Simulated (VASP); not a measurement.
# Na (Pm-3m) in VASP: further runs

Runs on Na. Level: PBEsol. Tasks: single point.

Everything below comes from runs of VASP 6.6.1. Logs are shortened: lines on timing, memory, paths and dates and some standing lists are left out, and cuts for length are marked.

## (1) The cell of the first run

It takes space group Pm-3m (No. 221, cubic). Conventional cell: a = 2.627 Å, b = 2.627 Å, c = 2.627 Å, α = 90.00°, β = 90.00°, γ = 90.00°. Na (site symmetry m-3m) has 6 Na at 2.63 Å within 3.5 Å.

This isn't the form of Na at room conditions, which is bcc.

## (2) Single point, PBEsol

The input, INCAR:

```
SYSTEM = Na
ALGO = Normal
EDIFF = 1E-6
ENCUT = 520
GGA = PS
ISIF = 2
ISMEAR = -1
LASPH = .True.
LCHARG = .False.
LREAL = .False.
LWAVE = .False.
NBANDS = 10
NELM = 80
PREC = Accurate
SIGMA = 0.1
```

The input, KPOINTS:

```
k-points
0
Gamma
  12 12 12
  0 0 0
```

The input, POSCAR:

```
Na
1.0
    2.6266552210      0.0000000000      0.0000000000
    0.0000000000      2.6266552210      0.0000000000
    0.0000000000      0.0000000000      2.6266552210
Na
1
Direct
    0.0000000000      0.0000000000      0.0000000000
```

Potentials or basis: VASP PAW PBE potentials, release 64 (Na_pv).

Run with:

```
$ cat potpaw_PBE.64/Na_pv/POTCAR > POTCAR
$ mpirun -np 1 vasp_std > vasp.out
```

OUTCAR:

```text
SYSTEM = Na
   EDIFF = 1E-6
   ENCUT = 520
   GGA = PS
   ISIF = 2
   ISMEAR = -1
   LASPH = .True.
   LREAL = .False.
   NELM = 80
   PREC = Accurate

 ion  position               nearest neighbor table
   1  0.000  0.000  0.000-

  LATTYP: Found a simple cubic cell.
 ALAT       =     2.6266552210

  Lattice vectors:

 A1 = (   2.6266552210,   0.0000000000,   0.0000000000)
 A2 = (   0.0000000000,   2.6266552210,   0.0000000000)
 A3 = (   0.0000000000,   0.0000000000,   2.6266552210)

Analysis of symmetry for initial positions (statically):
=====================================================================
 Subroutine PRICEL returns:
 Original cell was already a primitive cell.

 Routine SETGRP: Setting up the symmetry group for a
 simple cubic supercell.

 Subroutine GETGRP returns: Found 48 space group operations
 (whereof 48 operations were pure point group operations)
 out of a pool of 48 trial point group operations.

The static configuration has the point symmetry O_h .

Analysis of symmetry for dynamics (positions and initial velocities):
=====================================================================
 Subroutine PRICEL returns:
 Original cell was already a primitive cell.

 Routine SETGRP: Setting up the symmetry group for a
 simple cubic supercell.

 Subroutine GETGRP returns: Found 48 space group operations
 (whereof 48 operations were pure point group operations)
 out of a pool of 48 trial point group operations.

The dynamic configuration has the point symmetry O_h .

 Subroutine INISYM returns: Found 48 space group operations
 (whereof 48 operations are pure point group operations),
 and found     1 'primitive' translations

----------------------------------------------------------------------------------------

                                     Primitive cell

  volume of cell :      18.1221

  direct lattice vectors                    reciprocal lattice vectors
     2.626655221  0.000000000  0.000000000     0.380712319  0.000000000  0.000000000
     0.000000000  2.626655221  0.000000000     0.000000000  0.380712319  0.000000000
     0.000000000  0.000000000  2.626655221     0.000000000  0.000000000  0.380712319

  length of vectors
     2.626655221  2.626655221  2.626655221     0.380712319  0.380712319  0.380712319

  position of ions in fractional coordinates (direct lattice)
     0.000000000  0.000000000  0.000000000

  ion indices of the primitive-cell ions
   primitive index   ion index
                 1           1

----------------------------------------------------------------------------------------

 KPOINTS: k-points

Automatic generation of k-mesh.
 Grid dimensions read from file:
 generate k-points for:   12   12   12

 Generating k-lattice:

  Cartesian coordinates                     Fractional coordinates (reciprocal lattice)
     0.031726027  0.000000000  0.000000000     0.083333333  0.000000000  0.000000000
     0.000000000  0.031726027  0.000000000     0.000000000  0.083333333  0.000000000
     0.000000000  0.000000000  0.031726027     0.000000000  0.000000000  0.083333333

  Length of vectors
     0.031726027  0.031726027  0.031726027

  Shift w.r.t. Gamma in fractional coordinates (k-lattice)
     0.000000000  0.000000000  0.000000000

 Subroutine IBZKPT returns following result:
 ===========================================

 Found     84 irreducible k-points:

 Following reciprocal coordinates:
            Coordinates               Weight
  0.000000  0.000000  0.000000      1.000000
  0.083333  0.000000  0.000000      6.000000
  0.166667  0.000000  0.000000      6.000000
  0.250000  0.000000  0.000000      6.000000
  0.333333  0.000000  0.000000      6.000000
  0.416667  0.000000  0.000000      6.000000
[... 16 lines left out ...]
  0.333333  0.333333  0.000000     12.000000
  0.416667  0.333333  0.000000     24.000000
 [... further k-points ...]
   k-points           NKPTS =     84   k-points in BZ     NKDIM =     84   number of bands    NBANDS=     10
   number of dos      NEDOS =    301   number of ions     NIONS =      1
   total plane-waves  NPLWV =   8000
   dimension x,y,z NGX =    20 NGY =   20 NGZ =   20
   dimension x,y,z NGXF=    40 NGYF=   40 NGZF=   40
   ions per type =               1
   NGX,Y,Z   is equivalent  to a cutoff of  12.66, 12.66, 12.66 a.u.
   NGXF,Y,Z  is equivalent  to a cutoff of  25.32, 25.32, 25.32 a.u.
 SYSTEM =  Na
   PREC   = accura    normal or accurate (medium, high low for compatibility)
   ISTART =      0    job   : 0-new  1-cont  2-samecut
   ICHARG =      2    charge: 1-file 2-atom 10-const
   ISPIN  =      1    spin polarized calculation?
   LNONCOLLINEAR =      F non collinear calculations
   LSORBIT =      F    spin-orbit coupling
   LASPH  =      T    aspherical Exc in radial PAW
   ENCUT  =  520.0 eV  38.22 Ry    6.18 a.u.   4.88  4.88  4.88*2*pi/ulx,y,z
   NELM   =     80;   NELMIN=  2; NELMDL= -5     # of ELM steps
   EDIFF  = 0.1E-05   stopping-criterion for ELM
   LREAL  =      F    real-space projection
   EDIFFG = 0.1E-04   stopping-criterion for IOM
   NSW    =      0    number of steps for IOM
   IBRION =     -1    ionic relax: 0-MD 1-quasi-New 2-CG
   NFREE  =      0    steps in history (QN), initial steepest desc. (CG)
   ISIF   =      2    stress and relaxation
   ISYM   =      2    0-nonsym 1-usesym 2-fastsym
   POTIM  = 0.5000    time-step for ionic-motion
   TEBEG  =    0.0;   TEEND  =   0.0 temperature during run
   PSTRESS=    0.0 pullay stress
   NELECT =       7.0000    total number of electrons
   NUPDOWN=      -1.0000    fix difference up-down
   EMIN   =  10.00;   EMAX   =-10.00  energy-range for DOS
   EFERMI =   0.00;   METHOD = LEGACY
   ISMEAR =    -1;   SIGMA  =   0.10  broadening in eV -4-tet -1-fermi 0-gaus
   EFERMI_NEDOS =   21; number of points for ismear=-14 and -15
   IALGO  =     38    algorithm
   IMIX   =      4    mixing-type and parameters
     AMIX     =   0.40;   BMIX     =  1.00
     AMIX_MAG =   1.60;   BMIX_MAG =  1.00
  volume/ion in A,a.u.               =      18.12       122.29
  Fermi-wavevector in a.u.,A,eV,Ry     =   1.192260  2.253045 19.340475  1.421485
  Thomas-Fermi vector in A             =   2.328303
   LORBIT       =      0    0 simple, 1 ext, 2 COOP (PROOUT), +10 PAW based schemes
   GGA     = PS    functional components
   LHFCALC =     F    Hartree Fock is set to
   AEXX    =    0.0000 exact exchange contribution
   IVDW    =     0    specifies the selected vdW correction
   LEPSILON=     F    determine dielectric tensor
   LRPA    =     F    only Hartree local field effects (RPA)
 non-spin polarized calculation
  energy-cutoff  :      520.00
  volume of cell :       18.12
 maximum number of plane-waves:       501
 NGX is ok and might be reduce to    20
   NGX =  9   NGY =  9   NGZ =  9

 number of electron       7.0000009 magnetization

 Free energy of the ion-electron system (eV)
  ---------------------------------------------------
  ext. energy  EPLUGINS =         0.00000000
  ---------------------------------------------------
  free energy    TOTEN  =        -0.58245198 eV

  energy without entropy =       -0.56896939  energy(sigma->0) =       -0.57571069

 E-fermi :   3.4045     XC(G=0):  -8.7734

 val. band max:        3.4026062763   @ k =   0.5000   0.0833   0.0833
 cond. band min:       3.4582593365   @ k =   0.4167   0.2500   0.0833
 fundamental gap:      0.0556530602
 Fermi energy:         3.4045239264

 k-point     1 :       0.0000    0.0000    0.0000
  band No.  band energies     occupation
      1     -21.6562      2.00000
      2     -21.6562      2.00000
      3     -21.6562      2.00000
      4      -1.6933      2.00000
      5      15.3944      0.00000
      6      15.3944      0.00000
      7      19.5470      0.00000
      8      19.5470      0.00000
      9      19.5470      0.00000
     10      25.4250      0.00000

 k-point     2 :       0.0833    0.0000    0.0000
  band No.  band energies     occupation
      1     -21.6899      2.00000
      2     -21.6533      2.00000
      3     -21.6533      2.00000
      4      -1.5287      2.00000
      5      14.2965      0.00000
      6      15.5369      0.00000
      7      19.6299      0.00000
      8      19.6299      0.00000
      9      20.2407      0.00000
     10      26.1899      0.00000

 k-point     3 :       0.1667    0.0000    0.0000
  band No.  band energies     occupation
      1     -21.7812      2.00000
      2     -21.6455      2.00000
      3     -21.6455      2.00000
      4      -1.0415      2.00000
      5      12.1856      0.00000
      6      15.9615      0.00000
      7      19.8750      0.00000
      8      19.8750      0.00000
      9      21.3495      0.00000
     10      28.2424      0.00000

 k-point     4 :       0.2500    0.0000    0.0000
  band No.  band energies     occupation
      1     -21.9040      2.00000
      2     -21.6347      2.00000
      3     -21.6347      2.00000
      4      -0.2500      2.00000
      5       9.9274      0.00000
      6      16.6562      0.00000
      7      20.2676      0.00000
      8      20.2676      0.00000
      9      22.4488      0.00000
     10      28.1938      0.00000
[... 222 lines left out ...]
 k-point    22 :       0.5000    0.2500    0.0000
  band No.  band energies     occupation
      1     -22.0982      2.00000
      2     -21.8360      2.00000
      3     -21.5936      2.00000
      4       4.2344      0.00050
      5       5.9212      0.00000
      6      13.7891      0.00000
      7      15.8772      0.00000
      8      22.7669      0.00000
      9      25.2091      0.00000
     10      25.5938      0.00000

 k-point    23 :       0.3333    0.3333    0.0000
  band No.  band energies     occupation
      1     -21.9762      2.00000
      2     -21.9540      2.00000
      3     -21.5939      2.00000
      4       3.0796      1.92526
      5       9.5029      0.00000
      6      10.2922      0.00000
      7      16.5182      0.00000
      8      22.4818      0.00000
      9      24.0539      0.00000
     10      26.5691      0.00000

 k-point    24 :       0.4167    0.3333    0.0000
  band No.  band energies     occupation
      1     -22.0465      2.00000
      2     -21.9501      2.00000
      3     -21.5865      2.00000
      4       4.2303      0.00052
      5       7.9789      0.00000
      6      10.9379      0.00000
      7      14.9311      0.00000
      8      23.2577      0.00000
      9      25.1959      0.00000
     10      25.9143      0.00000

 [... further k-points ...]

------------------------ aborting loop because EDIFF is reached ----------------------------------------

  FORCE on cell =-STRESS in cart. coord.  units (eV):
  Direction    XX          YY          ZZ          XY          YZ          ZX
  --------------------------------------------------------------------------------------
  -------------------------------------------------------------------------------------
  Total        2.2481323      2.2481323      2.2481323      0.0000000      0.0000000     -0.0000000
  in kB      198.7573719    198.7573719    198.7573719      0.0000000      0.0000000     -0.0000000
  external PRESSURE =     198.7573719 kB  Pullay stress =       0.0000000 kB

 VOLUME and BASIS-vectors are now :
 -----------------------------------------------------------------------------
  energy-cutoff  :      520.00
  volume of cell :       18.12
      direct lattice vectors                 reciprocal lattice vectors
     2.626655221  0.000000000  0.000000000     0.380712319  0.000000000  0.000000000
     0.000000000  2.626655221  0.000000000     0.000000000  0.380712319  0.000000000
     0.000000000  0.000000000  2.626655221     0.000000000  0.000000000  0.380712319

 POSITION                                       TOTAL-FORCE (eV/Angst)
 -----------------------------------------------------------------------------------
      0.00000      0.00000      0.00000         0.000000      0.000000      0.000000
 -----------------------------------------------------------------------------------
    total drift:                               -0.000000      0.000000      0.000000

  FREE ENERGIE OF THE ION-ELECTRON SYSTEM (eV)
  ---------------------------------------------------
  free  energy   TOTEN  =        -0.5824519775 eV

  energy  without entropy=       -0.5689693933  energy(sigma->0) =       -0.57571069
```

Run time: 7.2 s. Hardware: 1 thread of Intel Xeon 8259CL, shared host; peak memory 0.12 GiB.

What came out:

```yaml
Free_energy: -0.5825 eV
Pressure: 19.9 GPa
Band_gap_on_the_k_mesh: zero (an odd number of electrons rules out a gap without spin polarisation)
```

Caveat: the cell stands under pressure; the PAW data sets were made with another functional, which shifts forces and pressure a little.

## (3) Single point, PBEsol

This run uses another cell than the first one, of 22.22 Å³/atom.

The input, INCAR:

```
ALGO = Normal
EDIFF = 1E-7
ENCUT = 520
GGA = PS
ISIF = 2
ISMEAR = -1
LASPH = True
LCHARG = False
LREAL = False
LWAVE = False
NBANDS = 10
NELM = 100
PREC = Accurate
SIGMA = 0.1
```

The input, KPOINTS:

```
k-points
0
Gamma
  12 12 12
```

The input, POSCAR:

```
Na
1.0
    2.8111978013      0.0000000000      0.0000000000
    0.0000000000      2.8111978013      0.0000000000
    0.0000000000      0.0000000000      2.8111978013
Na
1
Direct
    0.0000000000      0.0000000000      0.0000000000
```

Potentials or basis: VASP PAW PBE potentials, release 64 (Na_pv).

Run with:

```
$ cat potpaw_PBE.64/Na_pv/POTCAR > POTCAR
$ mpirun -np 1 vasp_std > vasp.out
```

Run time: 11 s. Hardware: 1 thread of Intel Xeon 8259CL, shared host; peak memory 0.14 GiB.

It converged, with:

```yaml
Free_energy: -0.9512 eV
Pressure: 10.0 GPa
Band_gap_on_the_k_mesh: zero (an odd number of electrons rules out a gap without spin polarisation)
```

Levels at points of the mesh, in eV from the Fermi level:
```csv
k point,band 1,band 2,band 3,band 4,band 5,band 6
"(0.00, 0.00, 0.00)",-24.92,-24.92,-24.92,-4.52,10.93,10.93
"(0.50, 0.00, 0.00)",-25.20,-24.89,-24.89,-0.19,0.79,14.28
"(0.50, 0.50, 0.00)",-25.15,-25.15,-24.87,3.46,4.48,4.48
"(0.50, 0.50, 0.50)",-25.11,-25.11,-25.11,7.40,7.40,7.40
```

Caveat: the cell stands under pressure; the PAW data sets were made with another functional, which shifts forces and pressure a little.

The gap in the log of VASP goes by the Fermi energy; the results here count the filled bands.